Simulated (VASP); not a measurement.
Here is a VASP 6.6.1 calculation.

INCAR

```
SYSTEM = KTaO3
PREC     = Accurate       ! precision mode
ENCUT    = 700            ! plane-wave cutoff, eV
EDIFF    = 1E-6           ! SCF threshold, eV
ISMEAR   = 0              ! smearing method
SIGMA    = 0.05           ! smearing width, eV
LREAL    = .False.        ! projectors in reciprocal space
LASPH    = .True.         ! aspherical terms in the spheres
NELM     = 120            ! most SCF steps
ALGO     = Normal         ! electronic algorithm
ISIF     = 2              ! what is computed and relaxed
LWAVE    = .False.        ! write WAVECAR
LCHARG   = .False.        ! write CHGCAR
GGA      = PE             ! functional
NBANDS   = 28             ! bands
GGA_COMPAT= .False.
```

File KPOINTS:

```
Automatic mesh
0
Gamma
  8 8 8
  0 0 0
```

The input POSCAR:

```
KTaO3
1.0
    4.2206877437      1.0551719359      1.0551719359
    1.0551719359      4.2206877437      1.0551719359
    1.0551719359      1.0551719359      4.2206877437
K Ta O
1 1 3
Direct
    0.5000000000      0.5000000000      0.5000000000
    0.0000000000      0.0000000000      0.0000000000
    0.5000000000      0.0000000000      0.0000000000
    0.0000000000      0.5000000000      0.0000000000
    0.0000000000      0.0000000000      0.5000000000
```

Potentials or basis: VASP PAW PBE potentials, release 64 (K_sv, Ta_sv_GW, O).

Command:

```sh
$ cat potpaw_PBE.64/K_sv/POTCAR potpaw_PBE.64/Ta_sv_GW/POTCAR potpaw_PBE.64/O/POTCAR > POTCAR
$ mpirun -np 1 vasp_std > vasp.out
```

**Question.** What does it give for the band gap on the k mesh?

**Answer.** Zero (bands 20 and 21 overlap by 1.11 eV).

**Question.** What does it give for the pressure?

**Answer.** 14.3 GPa.

Stress tensor (GPa, compression positive):
```
 14.29 -38.21 -38.21
-38.21  14.29 -38.21
-38.21 -38.21  14.29
```

Caveat: the cell stands under pressure; spin-orbit coupling is left out, which moves the levels of the heavy elements.
